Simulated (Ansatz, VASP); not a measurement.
Ti in VASP and in Ansatz

File INCAR:

```
PREC = Accurate ; ENCUT = 520
EDIFF = 1E-6 ; ISMEAR = 0
SIGMA = 0.15 ; LREAL = False
LASPH = True ; NELM = 60
ALGO = Fast ; ISIF = 2
LWAVE = False ; LCHARG = False
GGA = PS ; NBANDS = 19
```

KPOINTS

```
Automatic mesh
0
Gamma
  24 24 14
```

File POSCAR:

```
Ti
1.0
    3.1324700163      0.0000000000      0.0000000000
   -1.5662350081      2.7127986108      0.0000000000
    0.0000000000      0.0000000000      4.9582696825
Ti
2
Direct
    0.3333333333      0.6666666667      0.2500000000
    0.6666666667      0.3333333333      0.7500000000
```

Input for Ansatz:

```yaml
crystal:
  lattice:
    - [3.1324700163, 0.0, 0.0]
    - [-1.5662350081, 2.7127986108, 0.0]
    - [0.0, 0.0, 4.9582696825]
  atoms:
    - { symbol: Ti, position: [0.3333333333, 0.6666666667, 0.25] }
    - { symbol: Ti, position: [0.6666666667, 0.3333333333, 0.75] }
basis:
  ecutwfc: 420
kpoints:
  mp_grid: { grid: [24, 24, 14] }
hamiltonian:
  xc: pbesol
scf:
  occupations: { method: gaussian, width: 0.15 }
output:
  forces: true
  stress: true
  eigenvalues: true
```

Change from the starting cell: strain +0.080 along x and y, +0.080 along z, atoms carried along.

Alike in both runs: task single point; functional PBEsol; k mesh 24 × 24 × 14; occupations gaussian, width 0.15 eV; no spin polarisation.

|  | VASP | Ansatz |
| --- | --- | --- |
| version | VASP 6.6.1 | Ansatz 0.2.0 |
| potentials or method | VASP PAW PBE potentials, release 64 (Ti_sv), cutoff 520 eV | scalar-relativistic, plane waves, PAW |
| valence electrons in the cell | 24 | 24 |

```tsv
	VASP	Ansatz	Ansatz less VASP
gap on the k mesh at the Fermi level (eV)	none	none	-
pressure (GPa)	-18.0	-18.0	-0.02
traceless stress, the component that is largest in VASP (GPa)	-0.25	-0.26	-0.005
```

VASP's potentials were made for PBE, not for PBEsol. A gap of «none» marks a metal or a gap that the smearing closes.
